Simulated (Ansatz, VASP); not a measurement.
# Two plane-wave programs on WS

INCAR

```
PREC = Accurate
ENCUT = 600
EDIFF = 1E-6
ISMEAR = 0
SIGMA = 0.1
LREAL = False
LASPH = True
NELM = 100
ALGO = Normal
ISIF = 3
LWAVE = False
LCHARG = False
GGA = PE
IBRION = 2
NSW = 100
EDIFFG = -0.01
```

KPOINTS

```
Automatic mesh
0
Gamma
  18 18 18
```

Contents of POSCAR:

```
WS
1.0
    0.0000000000      2.6676840128      2.6676840128
    2.6676840128      0.0000000000      2.6676840128
    2.6676840128      2.6676840128      0.0000000000
W S
1 1
Direct
    0.0000000000      0.0000000000      0.0000000000
    0.2500000000      0.2500000000      0.2500000000
```

Input for Ansatz:

```yaml
crystal:
  lattice:
    - [0.0, 2.6676840128, 2.6676840128]
    - [2.6676840128, 0.0, 2.6676840128]
    - [2.6676840128, 2.6676840128, 0.0]
  atoms:
    - { symbol: W, position: [0.0, 0.0, 0.0] }
    - { symbol: S, position: [0.25, 0.25, 0.25] }
basis:
  ecutwfc: 420
kpoints:
  mp_grid: { grid: [18, 18, 18] }
hamiltonian:
  xc: pbe
scf:
  occupations: { method: gaussian, width: 0.1 }
output:
  forces: true
  stress: true
  eigenvalues: true
relax:
  adjacent_minimum: "off"
  f_tol: 0.01
  max_steps: 80
  cell: { stress_tol: 0.05 }
```

Alike in both runs: task relaxation of cell and atoms; functional PBE; k mesh 18 × 18 × 18; occupations gaussian, width 0.1 eV; no spin polarisation.

|  | VASP | Ansatz |
| --- | --- | --- |
| version | VASP 6.6.1 | Ansatz 0.2.0 |
| potentials or method | VASP PAW PBE potentials, release 64 (W_sv, S), cutoff 600 eV | scalar-relativistic, plane waves, PAW |
| valence electrons in the cell | 20 | 20 |

VASP gave:

| Item | Value |
| --- | --- |
| gap on the k mesh at the Fermi level, each at its own relaxed structure (eV) | none |
| relaxed volume (Å³/atom) | 19.00 |
| relaxed cell length with the largest relative difference (Å) | 3.774 |

Task: Which values does Ansatz return?

Result: gap on the k mesh at the Fermi level, each at its own relaxed structure (eV): none; relaxed volume (Å³/atom): 18.97; relaxed cell length with the largest relative difference (Å): 3.772.

A gap of «none» marks a metal or a gap that the smearing closes.

Spin-orbit coupling is off throughout.
